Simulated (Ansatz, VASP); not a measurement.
One calculation of Gd, two programs

```xyz
2
Lattice="3.6360 0.0000 0.0000 -1.8180 3.1489 0.0000 0.0000 0.0000 5.7826" Properties=species:S:1:pos:R:3 pbc="T T T"
Gd    0.0000    2.0992    1.4457
Gd    1.8180    1.0496    4.3369
```

Alike in both runs: task electric field gradients; functional PBE; k mesh 12 × 12 × 7; occupations fermi-dirac, width 0.05 eV; collinear spin.

```csv
,VASP,Ansatz
version,VASP 6.6.1,Ansatz 0.2.0
potentials or method,"VASP PAW PBE potentials, release 64 (Gd), cutoff 520 eV","all-electron PAW with datasets made for the crystal, scalar-relativistic"
```

|  | VASP | Ansatz | Ansatz less VASP |
| --- | --- | --- | --- |
| pressure (GPa) | 0.5 | 0.5 | +0.04 |
| traceless stress, the component that is largest in VASP (GPa) | 0.25 | 0.25 | +0.002 |
| net moment per atom (μB) | 7.66 | 7.66 | -0.005 |
| size of the moment on the site where the two differ most (μB) | 7.00 | 7.36 | +0.361 |
| size of Vzz on the site where it differs most (V/Å²) | 39.7 | 41.1 | +1.46 |

Site moments also hang on the region over which each program counts them. Ansatz ran all-electron here, and VASP with PAW potentials.

Neither program's run includes spin-orbit coupling.
